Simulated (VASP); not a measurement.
# CsBr (Pm-3m) in VASP: notebook

Runs on CsBr. Level: r2SCAN. Tasks: single point, relaxation of cell and atoms.

Program: VASP 6.6.1. These are calculated values, not measurements. Logs are shortened: lines on timing, memory, paths and dates and some standing lists are left out, and cuts for length are marked.

## (1) The cell of the first run

The structure is cubic, space group Pm-3m (No. 221). The conventional cell has a = 4.323 Å, b = 4.323 Å, c = 4.323 Å, α = 90.00°, β = 90.00°, γ = 90.00°. Cs (site symmetry m-3m) has 8 Br at 3.74 Å and 6 Cs at 4.32 Å within 4.9 Å. Br (site symmetry m-3m) has 8 Cs at 3.74 Å and 6 Br at 4.32 Å within 4.9 Å.

## (2) Single point, r2SCAN

POSCAR reads:

```
CsBr
1.0
    4.3225248300      0.0000000000      0.0000000000
    0.0000000000      4.3225248300      0.0000000000
    0.0000000000      0.0000000000      4.3225248300
Cs Br
1 1
Direct
    0.0000000000      0.0000000000      0.0000000000
    0.5000000000      0.5000000000      0.5000000000
```

INCAR.step1 reads:

```
  PREC = Accurate
  ENCUT = 550
  ISMEAR = -1
  SIGMA = 0.02
  LREAL = False
  LASPH = True
  NELM = 120
  NBANDS = 15
  GGA = PE
  ALGO = Normal
  EDIFF = 1E-5
  LWAVE = True
  LCHARG = False
  GGA_COMPAT = False
```

INCAR.step2 reads:

```
  PREC = Accurate
  ENCUT = 550
  EDIFF = 1E-6
  ISMEAR = -1
  SIGMA = 0.02
  LREAL = False
  LASPH = True
  NELM = 120
  ALGO = Normal
  ISIF = 2
  LWAVE = False
  LCHARG = False
  METAGGA = R2SCAN
  LMIXTAU = True
  NBANDS = 15
  ISTART = 1
  GGA_COMPAT = False
```

KPOINTS reads:

```
Automatic mesh
0
Gamma
  8 8 8
```

Potentials or basis: VASP PAW PBE potentials, release 64 (Cs_sv, Br).

The run is started by

```console
$ cat potpaw_PBE.64/Cs_sv/POTCAR potpaw_PBE.64/Br/POTCAR > POTCAR
$ cp INCAR.step1 INCAR
$ mpirun -np 1 vasp_std > vasp.out
$ cp INCAR.step2 INCAR
$ mpirun -np 1 vasp_std > vasp.out
```

OUTCAR:

```text
PREC = Accurate
   ENCUT = 550
   EDIFF = 1E-6
   ISMEAR = -1
   LREAL = False
   LASPH = True
   NELM = 120
   ISIF = 2
   METAGGA = R2SCAN
   ISTART = 1

 ion  position               nearest neighbor table
   1  0.000  0.000  0.000-
   2  0.500  0.500  0.500-

  LATTYP: Found a simple cubic cell.
 ALAT       =     4.3225248300

  Lattice vectors:

 A1 = (   4.3225248300,   0.0000000000,   0.0000000000)
 A2 = (   0.0000000000,   4.3225248300,   0.0000000000)
 A3 = (   0.0000000000,   0.0000000000,   4.3225248300)

Analysis of symmetry for initial positions (statically):
=====================================================================
 Subroutine PRICEL returns:
 Original cell was already a primitive cell.

 Routine SETGRP: Setting up the symmetry group for a
 simple cubic supercell.

 Subroutine GETGRP returns: Found 48 space group operations
 (whereof 48 operations were pure point group operations)
 out of a pool of 48 trial point group operations.

The static configuration has the point symmetry O_h .

Analysis of symmetry for dynamics (positions and initial velocities):
=====================================================================
 Subroutine PRICEL returns:
 Original cell was already a primitive cell.

 Routine SETGRP: Setting up the symmetry group for a
 simple cubic supercell.

 Subroutine GETGRP returns: Found 48 space group operations
 (whereof 48 operations were pure point group operations)
 out of a pool of 48 trial point group operations.

The dynamic configuration has the point symmetry O_h .

 Subroutine INISYM returns: Found 48 space group operations
 (whereof 48 operations are pure point group operations),
 and found     1 'primitive' translations

----------------------------------------------------------------------------------------

                                     Primitive cell

  volume of cell :      80.7630

  direct lattice vectors                    reciprocal lattice vectors
     4.322524830  0.000000000  0.000000000     0.231346271  0.000000000  0.000000000
     0.000000000  4.322524830  0.000000000     0.000000000  0.231346271  0.000000000
     0.000000000  0.000000000  4.322524830     0.000000000  0.000000000  0.231346271

  length of vectors
     4.322524830  4.322524830  4.322524830     0.231346271  0.231346271  0.231346271

[... 82 lines left out ...]
   EDIFFG = 0.1E-04   stopping-criterion for IOM
   NSW    =      0    number of steps for IOM
   IBRION =     -1    ionic relax: 0-MD 1-quasi-New 2-CG
   NFREE  =      0    steps in history (QN), initial steepest desc. (CG)
   ISIF   =      2    stress and relaxation
   ISYM   =      2    0-nonsym 1-usesym 2-fastsym
   POTIM  = 0.5000    time-step for ionic-motion
   TEBEG  =    0.0;   TEEND  =   0.0 temperature during run
   PSTRESS=    0.0 pullay stress
   NELECT =      16.0000    total number of electrons
   NUPDOWN=      -1.0000    fix difference up-down
   EMIN   =  10.00;   EMAX   =-10.00  energy-range for DOS
   EFERMI =   0.00;   METHOD = LEGACY
   ISMEAR =    -1;   SIGMA  =   0.02  broadening in eV -4-tet -1-fermi 0-gaus
   EFERMI_NEDOS =   21; number of points for ismear=-14 and -15
   IALGO  =     38    algorithm
   IMIX   =      4    mixing-type and parameters
     AMIX     =   0.40;   BMIX     =  1.00
     AMIX_MAG =   1.60;   BMIX_MAG =  1.00
  volume/ion in A,a.u.               =      40.38       272.51
  Fermi-wavevector in a.u.,A,eV,Ry     =   0.954357  1.803472 12.392138  0.910796
  Thomas-Fermi vector in A             =   2.083096
   LORBIT       =      0    0 simple, 1 ext, 2 COOP (PROOUT), +10 PAW based schemes
   METAGGA = R2SCAN    functional components
   LHFCALC =     F    Hartree Fock is set to
   AEXX    =    0.0000 exact exchange contribution
   IVDW    =     0    specifies the selected vdW correction
   LEPSILON=     F    determine dielectric tensor
   LRPA    =     F    only Hartree local field effects (RPA)
 non-spin polarized calculation
  energy-cutoff  :      550.00
  volume of cell :       80.76
 maximum number of plane-waves:      2392
 NGX is ok and might be reduce to    36
   NGX = 17   NGY = 17   NGZ = 17

 number of electron      16.0000003 magnetization

 Free energy of the ion-electron system (eV)
  ---------------------------------------------------
  ext. energy  EPLUGINS =         0.00000000
  ---------------------------------------------------
  free energy    TOTEN  =       -42.32547987 eV

  energy without entropy =      -42.32547987  energy(sigma->0) =      -42.32547987

 E-fermi :  -0.3793     XC(G=0):  -8.3429

 val. band max:       -0.7839374463   @ k =   0.5000   0.5000   0.0000
 cond. band min:       4.3927161092   @ k =   0.0000   0.0000   0.0000
 fundamental gap:      5.1766535555
 Fermi energy:        -0.3792526126

 k-point     1 :       0.0000    0.0000    0.0000
  band No.  band energies     occupation
      1     -21.1269      2.00000
      2     -13.5534      2.00000
      3      -7.3546      2.00000
      4      -7.3546      2.00000
      5      -7.3546      2.00000
      6      -0.7896      2.00000
      7      -0.7896      2.00000
      8      -0.7896      2.00000
      9       4.3927      0.00000
     10       4.6406      0.00000
     11       4.6406      0.00000
     12       8.9591      0.00000
     13       8.9591      0.00000
     14       8.9591      0.00000
[... 401 lines left out ...]
      2     -13.4590      2.00000
      3      -7.8612      2.00000
      4      -7.7996      2.00000
      5      -7.2931      2.00000
      6      -1.5053      2.00000
      7      -1.4033      2.00000
      8      -0.9695      2.00000
      9       5.5717      0.00000
     10       5.8454      0.00000
     11       7.2651      0.00000
     12       7.3244      0.00000
     13       9.1744      0.00000
     14      10.3366      0.00000
     15      11.1285      0.00000

 [... further k-points ...]
[... 5 lines left out ...]
  --------------------------------------------------------------------------------------
  -------------------------------------------------------------------------------------
  Total        0.0300920      0.0300920      0.0300920      0.0000000     -0.0000000      0.0000000
  in kB        0.5969650      0.5969650      0.5969650      0.0000000     -0.0000000      0.0000000
  external PRESSURE =       0.5969650 kB  Pullay stress =       0.0000000 kB

 VOLUME and BASIS-vectors are now :
 -----------------------------------------------------------------------------
  energy-cutoff  :      550.00
  volume of cell :       80.76
      direct lattice vectors                 reciprocal lattice vectors
     4.322524830  0.000000000  0.000000000     0.231346271  0.000000000  0.000000000
     0.000000000  4.322524830  0.000000000     0.000000000  0.231346271  0.000000000
     0.000000000  0.000000000  4.322524830     0.000000000  0.000000000  0.231346271

 POSITION                                       TOTAL-FORCE (eV/Angst)
 -----------------------------------------------------------------------------------
      0.00000      0.00000      0.00000         0.000000      0.000000      0.000000
      2.16126      2.16126      2.16126         0.000000      0.000000      0.000000
 -----------------------------------------------------------------------------------
    total drift:                                0.000000      0.000000      0.000000

  FREE ENERGIE OF THE ION-ELECTRON SYSTEM (eV)
  ---------------------------------------------------
  free  energy   TOTEN  =       -42.3254798725 eV

  energy  without entropy=      -42.3254798725  energy(sigma->0) =      -42.32547987
```

OUTCAR.step1:

```text
PREC = Accurate
   ENCUT = 550
   ISMEAR = -1
   LREAL = False
   LASPH = True
[... 653 lines left out ...]
      0.00000      0.00000      0.00000         0.000000      0.000000      0.000000
      2.16126      2.16126      2.16126         0.000000      0.000000      0.000000
 -----------------------------------------------------------------------------------
    total drift:                                0.000000      0.000000      0.000000

  FREE ENERGIE OF THE ION-ELECTRON SYSTEM (eV)
  ---------------------------------------------------
  free  energy   TOTEN  =        -6.0158638298 eV

  energy  without entropy=       -6.0158638298  energy(sigma->0) =       -6.01586383
```

Wall time 68 s (1 thread of Intel Xeon Platinum 8559C (Emerald Rapids), shared host); peak memory 0.23 GiB.

Results:

- Free energy: -42.3255 eV
- Pressure: 0.1 GPa
- Band gap on the k mesh: 5.18 eV (least direct gap 5.18 eV)

Caveat: the PAW data sets were made with another functional, which shifts forces and pressure a little; spin-orbit coupling is left out, which moves the levels of the heavy elements. A k mesh can miss the band edges.

[end of part 1 of 3]
